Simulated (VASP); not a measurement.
Input of a VASP 6.6.1 run:

The input INCAR:

```
  ALGO = Normal
  EDIFF = 1E-6
  ENCUT = 520
  GGA = PS
  ISIF = 2
  ISMEAR = 0
  LASPH = True
  LCHARG = True
  LELF = True
  LREAL = False
  LVHAR = True
  LWAVE = False
  NBANDS = 15
  NELM = 60
  PREC = Accurate
  SIGMA = 0.15
```

KPOINTS

```
k-points
0
Gamma
  18 18 16
```

POSCAR

```
TaN
1.0
    2.9379988584      0.0000000000      0.0000000000
   -1.4689994292      2.5316597394      0.0000000000
    0.0000000000      0.0000000000      2.8830000000
Ta N
1 1
Direct
    0.3333333333      0.6666666667      0.5000000000
    0.0000000000      0.0000000000      0.0000000000
```

Potentials or basis: VASP PAW PBE potentials, release 64 (Ta_pv, N).

Run with:

```bash
$ cat potpaw_PBE.64/Ta_pv/POTCAR potpaw_PBE.64/N/POTCAR > POTCAR
$ mpirun -np 1 vasp_std > vasp.out
```

**Question.** What does it give for the band gap on the k mesh?

**Answer.** Zero (bands 8 and 9 overlap by 0.34 eV).

**Question.** Predict the largest force.

**Answer.** 0.009 eV/Å.

**Question.** Predict the pressure.

**Answer.** -2.4 GPa.

Stress tensor (GPa, compression positive):
```
-3.02  0.00  0.00
 0.00 -0.79  0.00
 0.00  0.00 -3.35
```

Caveat: the cell differs from its parent crystal (strain -0.0050 x Voigt [0, 1, 0, 0, 0, 0]); the PAW data sets were made with another functional, which shifts forces and pressure a little; spin-orbit coupling is left out, which moves the levels of the heavy elements.
